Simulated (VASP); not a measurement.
## Be: single point with PBE

Crystal: Be.

```xyz
4
Lattice="3.5681 0.0000 0.0000 -1.7840 3.0901 0.0000 0.0000 0.0000 4.0117" Properties=species:S:1:pos:R:3 pbc="T T T"
Be    0.0000    0.0000    0.9469
Be    0.0000    0.0000    3.0648
Be    0.0000    2.0600    0.0000
Be    1.7840    1.0300    0.0000
```

- Program: VASP 6.6.1
- Task: single point
- Functional: PBE
- Potentials or basis: VASP PAW PBE potentials, release 64 (Be)
- Cutoff: 520 eV
- k mesh: 15 × 15 × 12
- Occupations: gaussian, width 0.1 eV
- Spin: no spin polarisation

```
Pressure               : 0.1 GPa
Largest force          : 0.021 eV/Å
Band gap on the k mesh : zero (band 4 reaches 5.49 eV, above the bottom of band 5 at 1.60 eV)
```

Forces in eV/Å, atoms in the order of the input:
```
Be   0.000  0.000  0.021
Be   0.000  0.000 -0.021
Be   0.000  0.000  0.000
Be   0.000  0.000  0.000
```

Levels at points of the mesh, in eV from the Fermi level:
| k point | band 1 | band 2 | band 3 | band 4 | band 5 | band 6 | band 7 | band 8 |
| --- | --- | --- | --- | --- | --- | --- | --- | --- |
| (0.00, 0.00, 0.00) | -8.76 | -1.27 | -0.81 | 1.40 | 1.40 | 2.13 | 2.13 | 8.00 |
| (0.00, 0.00, 0.50) | -7.93 | -5.24 | 2.25 | 2.25 | 2.40 | 2.40 | 5.23 | 6.11 |

Wall time 48 s on 1 thread of Intel(R) Xeon(R) Platinum 8375C CPU @ 2.90GHz (Ice Lake), on a shared host, peak memory 0.21 GiB.
